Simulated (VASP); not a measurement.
# Mg (C2/m) in VASP: a series of runs, part 2 of 2

VASP 6.6.1. The steps go on from the part before.

## 3. Single point, LDA (strain +0.0050 x Voigt [0, 0, 0, 1, 0, 0])

Contents of INCAR:

```
  PREC = Accurate
  ENCUT = 520
  EDIFF = 1E-6
  ISMEAR = 0
  SIGMA = 0.15
  LREAL = False
  LASPH = True
  NELM = 60
  ALGO = Fast
  ISIF = 2
  LWAVE = False
  LCHARG = False
  NBANDS = 7
```

Contents of KPOINTS:

```
Automatic mesh
0
Gamma
  20 20 20
```

Contents of POSCAR:

```
Mg
1.0
   -1.8359916300      1.8401901400      1.6839939991
    1.8359916300     -1.8317931200      1.6748140409
    1.8359916300      1.8317931200     -1.6748140409
Mg
1
Direct
    0.0000000000      0.0000000000      0.0000000000
```

Potentials or basis: VASP PAW LDA potentials, release 64 (Mg).

Run with:

```
$ cat potpaw_LDA.64/Mg/POTCAR > POTCAR
$ mpirun -np 1 vasp_std > vasp.out
```

OUTCAR:

```text
PREC = Accurate
   ENCUT = 520
   EDIFF = 1E-6
   ISMEAR = 0
   LREAL = False
   LASPH = True
   NELM = 60
   ISIF = 2

 ion  position               nearest neighbor table
   1  0.000  0.000  0.000-

  LATTYP: Found a base centered monoclinic cell.
 ALAT       =     4.9640580601
 B/A-ratio  =     0.7397140032
 C/A-ratio  =     0.6766275687
 COS(beta)  =    -0.6729290103

  Lattice vectors:

 A1 = (   1.8359916300,   1.8317931200,  -1.6748140409)
 A2 = (  -1.8359916300,   1.8317931200,  -1.6748140409)
 A3 = (   0.0000000000,   0.0083970200,   3.3588080400)

Analysis of symmetry for initial positions (statically):
=====================================================================
 Subroutine PRICEL returns:
 Original cell was already a primitive cell.

 Routine SETGRP: Setting up the symmetry group for a
 base centered monoclinic supercell.

 Subroutine GETGRP returns: Found  4 space group operations
 (whereof  4 operations were pure point group operations)
 out of a pool of  4 trial point group operations.

The static configuration has the point symmetry C_2h.

Analysis of symmetry for dynamics (positions and initial velocities):
=====================================================================
 Subroutine PRICEL returns:
 Original cell was already a primitive cell.

 Routine SETGRP: Setting up the symmetry group for a
 base centered monoclinic supercell.

 Subroutine GETGRP returns: Found  4 space group operations
 (whereof  4 operations were pure point group operations)
 out of a pool of  4 trial point group operations.

The dynamic configuration has the point symmetry C_2h.

 Subroutine INISYM returns: Found  4 space group operations
 (whereof  4 operations are pure point group operations),
 and found     1 'primitive' translations

----------------------------------------------------------------------------------------

                                     Primitive cell

  volume of cell :      22.6440

  direct lattice vectors                    reciprocal lattice vectors
    -1.835991630  1.840190140  1.683993999     0.000000000  0.271589782  0.297045691
     1.835991630 -1.831793120  1.674814041     0.272332396 -0.000744316  0.297726526
     1.835991630  1.831793120 -1.674814041     0.272332396  0.272334098 -0.000680835

  length of vectors
     3.097256981  3.087285761  3.087285761     0.402488698  0.403492965  0.385137974

  position of ions in fractional coordinates (direct lattice)
     0.000000000  0.000000000  0.000000000

  ion indices of the primitive-cell ions
   primitive index   ion index
                 1           1

----------------------------------------------------------------------------------------

 KPOINTS: Automatic mesh

Automatic generation of k-mesh.
 Grid dimensions read from file:
 generate k-points for:   20   20   20

 Generating k-lattice:

  Cartesian coordinates                     Fractional coordinates (reciprocal lattice)
     0.000000000  0.013579489  0.014852285     0.050000000  0.000000000  0.000000000
     0.013616620 -0.000037216  0.014886326     0.000000000  0.050000000  0.000000000
     0.013616620  0.013616705 -0.000034042    -0.000000000  0.000000000  0.050000000

  Length of vectors
     0.020124435  0.020174648  0.019256899

  Shift w.r.t. Gamma in fractional coordinates (k-lattice)
     0.000000000  0.000000000  0.000000000

 Subroutine IBZKPT returns following result:
 ===========================================

 Found   2112 irreducible k-points:

 Following reciprocal coordinates:
            Coordinates               Weight
  0.000000  0.000000  0.000000      1.000000
  0.050000  0.000000  0.000000      2.000000
  0.100000  0.000000  0.000000      2.000000
  0.150000  0.000000 -0.000000      2.000000
  0.200000  0.000000  0.000000      2.000000
  0.250000  0.000000  0.000000      2.000000
[... 16 lines left out ...]
 -0.450000  0.050000  0.000000      4.000000
 -0.400000  0.050000  0.000000      4.000000
 [... further k-points ...]
   k-points           NKPTS =   2112   k-points in BZ     NKDIM =   2112   number of bands    NBANDS=      7
   number of dos      NEDOS =    301   number of ions     NIONS =      1
   total plane-waves  NPLWV =  13824
   dimension x,y,z NGX =    24 NGY =   24 NGZ =   24
   dimension x,y,z NGXF=    48 NGYF=   48 NGZF=   48
   ions per type =               1
   NGX,Y,Z   is equivalent  to a cutoff of  12.88, 12.92, 12.92 a.u.
   NGXF,Y,Z  is equivalent  to a cutoff of  25.76, 25.85, 25.85 a.u.
 SYSTEM =  unknown system
   PREC   = accura    normal or accurate (medium, high low for compatibility)
   ISTART =      0    job   : 0-new  1-cont  2-samecut
   ICHARG =      2    charge: 1-file 2-atom 10-const
   ISPIN  =      1    spin polarized calculation?
   LNONCOLLINEAR =      F non collinear calculations
   LSORBIT =      F    spin-orbit coupling
   LASPH  =      T    aspherical Exc in radial PAW
   ENCUT  =  520.0 eV  38.22 Ry    6.18 a.u.   5.76  5.74  5.74*2*pi/ulx,y,z
   NELM   =     60;   NELMIN=  2; NELMDL= -5     # of ELM steps
   EDIFF  = 0.1E-05   stopping-criterion for ELM
   LREAL  =      F    real-space projection
   EDIFFG = 0.1E-04   stopping-criterion for IOM
   NSW    =      0    number of steps for IOM
   IBRION =     -1    ionic relax: 0-MD 1-quasi-New 2-CG
   NFREE  =      0    steps in history (QN), initial steepest desc. (CG)
   ISIF   =      2    stress and relaxation
   ISYM   =      2    0-nonsym 1-usesym 2-fastsym
   POTIM  = 0.5000    time-step for ionic-motion
   TEBEG  =    0.0;   TEEND  =   0.0 temperature during run
   PSTRESS=    0.0 pullay stress
   NELECT =       2.0000    total number of electrons
   NUPDOWN=      -1.0000    fix difference up-down
   EMIN   =  10.00;   EMAX   =-10.00  energy-range for DOS
   EFERMI =   0.00;   METHOD = LEGACY
   ISMEAR =     0;   SIGMA  =   0.15  broadening in eV -4-tet -1-fermi 0-gaus
   EFERMI_NEDOS =   21; number of points for ismear=-14 and -15
   IALGO  =     68    algorithm
   IMIX   =      4    mixing-type and parameters
     AMIX     =   0.40;   BMIX     =  1.00
     AMIX_MAG =   1.60;   BMIX_MAG =  1.00
  volume/ion in A,a.u.               =      22.64       152.81
  Fermi-wavevector in a.u.,A,eV,Ry     =   0.729066  1.377735  7.232004  0.531537
  Thomas-Fermi vector in A             =   1.820696
   LORBIT       =      0    0 simple, 1 ext, 2 COOP (PROOUT), +10 PAW based schemes
   GGA     = CA    functional components
   LHFCALC =     F    Hartree Fock is set to
   AEXX    =    0.0000 exact exchange contribution
   IVDW    =     0    specifies the selected vdW correction
   LEPSILON=     F    determine dielectric tensor
   LRPA    =     F    only Hartree local field effects (RPA)
 non-spin polarized calculation
 RMM-DIIS sequential band-by-band and
 Gauss-broadening in eV      SIGMA  =   0.15
  energy-cutoff  :      520.00
  volume of cell :       22.64
 maximum number of plane-waves:       628
   NGX = 11   NGY = 11   NGZ = 11

 number of electron       2.0000000 magnetization

 Free energy of the ion-electron system (eV)
  ---------------------------------------------------
  ext. energy  EPLUGINS =         0.00000000
  ---------------------------------------------------
  free energy    TOTEN  =        -1.77652661 eV

  energy without entropy =       -1.77229789  energy(sigma->0) =       -1.77441225

 E-fermi :   2.5663     XC(G=0):  -8.7265

 val. band max:        2.5625434950   @ k =  -0.1500   0.4500   0.3000
 cond. band min:       2.5682450103   @ k =   0.4500  -0.3500   0.3500
 fundamental gap:      0.0057015153
 Fermi energy:         2.5663232205

 k-point     1 :       0.0000    0.0000    0.0000
  band No.  band energies     occupation
      1      -4.4352      2.00000
      2      14.4475      0.00000
      3      16.2689      0.00000
      4      16.2763      0.00000
      5      16.6907      0.00000
      6      16.7483      0.00000
      7      16.7488      0.00000

 k-point     2 :       0.0500    0.0000    0.0000
  band No.  band energies     occupation
      1      -4.3741      2.00000
      2      14.1494      0.00000
      3      15.4200      0.00000
      4      15.8754      0.00000
      5      15.9683      0.00000
      6      17.1772      0.00000
      7      17.3603      0.00000
[... 201 lines left out ...]
 k-point    23 :      -0.4500    0.0500    0.0000
  band No.  band energies     occupation
      1      -0.1325      2.00000
      2       3.4903      0.00000
      3      10.0401      0.00000
      4      11.6384      0.00000
      5      12.7062      0.00000
      6      14.6622      0.00000
      7      21.5876      0.00000

 k-point    24 :      -0.4000    0.0500    0.0000
  band No.  band energies     occupation
      1      -1.0602      2.00000
      2       4.8445      0.00000
      3      10.1810      0.00000
      4      11.9223      0.00000
      5      12.8592      0.00000
      6      14.9498      0.00000
      7      21.2600      0.00000

 [... further k-points ...]
[... 5 lines left out ...]
  --------------------------------------------------------------------------------------
  -------------------------------------------------------------------------------------
  Total       -0.2785591     -0.2789274     -0.2516908      0.0000000     -0.0243282      0.0000000
  in kB      -19.7094278    -19.7354922    -17.8083667      0.0000000     -1.7213429      0.0000000
  external PRESSURE =     -19.0844289 kB  Pullay stress =       0.0000000 kB

 VOLUME and BASIS-vectors are now :
 -----------------------------------------------------------------------------
  energy-cutoff  :      520.00
  volume of cell :       22.64
      direct lattice vectors                 reciprocal lattice vectors
    -1.835991630  1.840190140  1.683993999     0.000000000  0.271589782  0.297045691
     1.835991630 -1.831793120  1.674814041     0.272332396 -0.000744316  0.297726526
     1.835991630  1.831793120 -1.674814041     0.272332396  0.272334098 -0.000680835

 POSITION                                       TOTAL-FORCE (eV/Angst)
 -----------------------------------------------------------------------------------
      0.00000      0.00000      0.00000         0.000000      0.000000      0.000000
 -----------------------------------------------------------------------------------
    total drift:                               -0.000000      0.000000     -0.000000

  FREE ENERGIE OF THE ION-ELECTRON SYSTEM (eV)
  ---------------------------------------------------
  free  energy   TOTEN  =        -1.7765266147 eV

  energy  without entropy=       -1.7722978887  energy(sigma->0) =       -1.77441225
```

OSZICAR:

```text
N       E                     dE             d eps       ncg     rms          rms(c)
DAV:   1    -0.114989174049E+01   -0.11499E+01   -0.79455E+02 31955   0.193E+02
DAV:   2    -0.178574472785E+01   -0.63585E+00   -0.61465E+00 38976   0.110E+01
DAV:   3    -0.178813277250E+01   -0.23880E-02   -0.23871E-02 37051   0.737E-01
DAV:   4    -0.178813643024E+01   -0.36577E-05   -0.36577E-05 42042   0.226E-02
DAV:   5    -0.178813643791E+01   -0.76728E-08   -0.77822E-08 37450   0.678E-04    0.661E-01
RMM:   6    -0.178164007159E+01    0.64964E-02   -0.31455E-04 29570   0.968E-02    0.420E-01
RMM:   7    -0.177652308181E+01    0.51170E-02   -0.12135E-03 32424   0.191E-01    0.218E-02
RMM:   8    -0.177652680197E+01   -0.37202E-05   -0.53704E-05 31886   0.401E-02    0.544E-03
RMM:   9    -0.177652661465E+01    0.18732E-06   -0.30728E-06 32660   0.104E-02
   1 F= -.17765266E+01 E0= -.17744123E+01  d E =-.422873E-02
```

stdout:

```text
POSCAR found type information on POSCAR Mg
 POSCAR found :  1 types and       1 ions
 scaLAPACK will be used
 LDA part: xc-table for (Slater(with rela. corr.)+CA(PZ))
 , standard interpolation
 POSCAR, INCAR and KPOINTS ok, starting setup
 FFT: planning ... GRIDC
 FFT: planning ... GRID_SOFT
 FFT: planning ... GRID
 WAVECAR not read
 entering main loop
```

Wall time 4.3 min (1 thread of Oxide Virtual Turin-like, shared host); peak memory 0.4 GiB.

What came out:

```yaml
Free_energy: -1.7765 eV
Pressure: -1.9 GPa
Band_gap_on_the_k_mesh: zero (bands 1 and 2 overlap by 4.55 eV)
```

Stress tensor (GPa, compression positive):
```
-1.97  0.00  0.00
 0.00 -1.97 -0.17
 0.00 -0.17 -1.78
```

Caveat: the cell differs from its parent crystal (strain +0.0050 x Voigt [0, 0, 0, 1, 0, 0]).

## 4. Single point, LDA (strain +0.0175 x Voigt [0, 0, 0, 1, 0, 0])

Contents of INCAR:

```
SYSTEM = Mg
PREC = Accurate
ENCUT = 520
EDIFF = 1E-6
ISMEAR = 0
SIGMA = 0.15
LREAL = .False.
LASPH = .True.
NELM = 80
ALGO = Fast
ISIF = 2
LWAVE = .False.
LCHARG = .False.
GGA = CA
NBANDS = 7
```

Contents of KPOINTS:

```
regular mesh
0
Gamma
  20 20 20
  0 0 0
```

Contents of POSCAR:

```
Mg
1.0
   -1.8359916300      1.8506864152      1.6954689468
    1.8359916300     -1.8212968448      1.6633390932
    1.8359916300      1.8212968448     -1.6633390932
Mg
1
Direct
    0.0000000000      0.0000000000      0.0000000000
```

Potentials or basis: VASP PAW LDA potentials, release 64 (Mg).

Run with:

```
$ cat potpaw_LDA.64/Mg/POTCAR > POTCAR
$ mpirun -np 1 vasp_std > vasp.out
```

OUTCAR:

```text
SYSTEM = Mg
   PREC = Accurate
   ENCUT = 520
   EDIFF = 1E-6
   ISMEAR = 0
   LREAL = .False.
   LASPH = .True.
   NELM = 80
   ISIF = 2
   GGA = CA

 ion  position               nearest neighbor table
   1  0.000  0.000  0.000-

  LATTYP: Found a base centered monoclinic cell.
 ALAT       =     4.9330798233
 B/A-ratio  =     0.7443591816
 C/A-ratio  =     0.6809005200
 COS(beta)  =    -0.6678747329

  Lattice vectors:

 A1 = (   1.8359916300,   1.8212968448,  -1.6633390932)
 A2 = (  -1.8359916300,   1.8212968448,  -1.6633390932)
[... 414 lines left out ...]
      1      -1.1001      2.00000
      2       4.7347      0.00000
      3      10.2272      0.00000
      4      12.0070      0.00000
      5      12.9109      0.00000
      6      15.0408      0.00000
      7      21.4873      0.00000

 [... further k-points ...]
[... 5 lines left out ...]
  --------------------------------------------------------------------------------------
  -------------------------------------------------------------------------------------
  Total       -0.2742828     -0.2781024     -0.2517622      0.0000000     -0.0840388     -0.0000000
  in kB      -19.4082288    -19.6785024    -17.8146692      0.0000000     -5.9465771     -0.0000000
  external PRESSURE =     -18.9671334 kB  Pullay stress =       0.0000000 kB

 VOLUME and BASIS-vectors are now :
 -----------------------------------------------------------------------------
  energy-cutoff  :      520.00
  volume of cell :       22.64
      direct lattice vectors                 reciprocal lattice vectors
    -1.835991630  1.850686415  1.695468947     0.000000000  0.269747958  0.295364371
     1.835991630 -1.821296845  1.663339093     0.272332396 -0.002605290  0.297747462
     1.835991630  1.821296845 -1.663339093     0.272332396  0.272353248 -0.002383091

 POSITION                                       TOTAL-FORCE (eV/Angst)
 -----------------------------------------------------------------------------------
      0.00000      0.00000      0.00000         0.000000      0.000000      0.000000
 -----------------------------------------------------------------------------------
    total drift:                                0.000000      0.000000     -0.000000

  FREE ENERGIE OF THE ION-ELECTRON SYSTEM (eV)
  ---------------------------------------------------
  free  energy   TOTEN  =        -1.7758651155 eV

  energy  without entropy=       -1.7715712497  energy(sigma->0) =       -1.77371818
```

OSZICAR:

```text
N       E                     dE             d eps       ncg     rms          rms(c)
DAV:   1    -0.114367124132E+01   -0.11437E+01   -0.78274E+02 31941   0.193E+02
DAV:   2    -0.178512965185E+01   -0.64146E+00   -0.61875E+00 39333   0.110E+01
DAV:   3    -0.178746630217E+01   -0.23367E-02   -0.23359E-02 37079   0.735E-01
DAV:   4    -0.178746952398E+01   -0.32218E-05   -0.32218E-05 42154   0.217E-02
DAV:   5    -0.178746953110E+01   -0.71219E-08   -0.69276E-08 37569   0.644E-04    0.661E-01
RMM:   6    -0.178097552444E+01    0.64940E-02   -0.31440E-04 29574   0.967E-02    0.419E-01
RMM:   7    -0.177586160332E+01    0.51139E-02   -0.12129E-03 32035   0.190E-01    0.218E-02
RMM:   8    -0.177586530148E+01   -0.36982E-05   -0.53664E-05 31764   0.401E-02    0.542E-03
RMM:   9    -0.177586511548E+01    0.18600E-06   -0.30773E-06 32664   0.104E-02
   1 F= -.17758651E+01 E0= -.17737182E+01  d E =-.429387E-02
```

stdout:

```text
POSCAR found type information on POSCAR Mg
 POSCAR found :  1 types and       1 ions
 scaLAPACK will be used
 LDA part: xc-table for (Slater(with rela. corr.)+CA(PZ))
 , standard interpolation
 POSCAR, INCAR and KPOINTS ok, starting setup
 FFT: planning ... GRIDC
 FFT: planning ... GRID_SOFT
 FFT: planning ... GRID
 WAVECAR not read
 entering main loop
```

Run time: 3.5 min. Hardware: 1 thread of Oxide Virtual Turin-like, shared host; peak memory 0.4 GiB.

What came out:

```
Free energy            : -1.7759 eV
Pressure               : -1.9 GPa
Band gap on the k mesh : zero (bands 1 and 2 overlap by 4.55 eV)
```

Caveat: the cell differs from its parent crystal (strain +0.0175 x Voigt [0, 0, 0, 1, 0, 0]).

## 5. The runs side by side

| cell | gap on the mesh (eV) | pressure (GPa) |
| --- | --- | --- |
| a = 3.082, b = 3.102, c = 3.102 Å, angles 107.4, 107.2, 114.2°, 1 atom | none | -1.9 |
| a = 3.097, b = 3.087, c = 3.087 Å, angles 107.0, 107.2, 114.2°, 1 atom | none | -1.9 |
| a = 3.110, b = 3.075, c = 3.075 Å, angles 106.7, 107.2, 114.2°, 1 atom | none | -1.9 |

Alike in all rows: task single point; level LDA; potentials or basis VASP PAW LDA potentials, release 64 (Mg); no spin polarisation; k mesh 20 × 20 × 20; cutoff (eV) 520; smearing gaussian 0.15 eV.

Absolute energies hang on the potentials; compare differences alone.
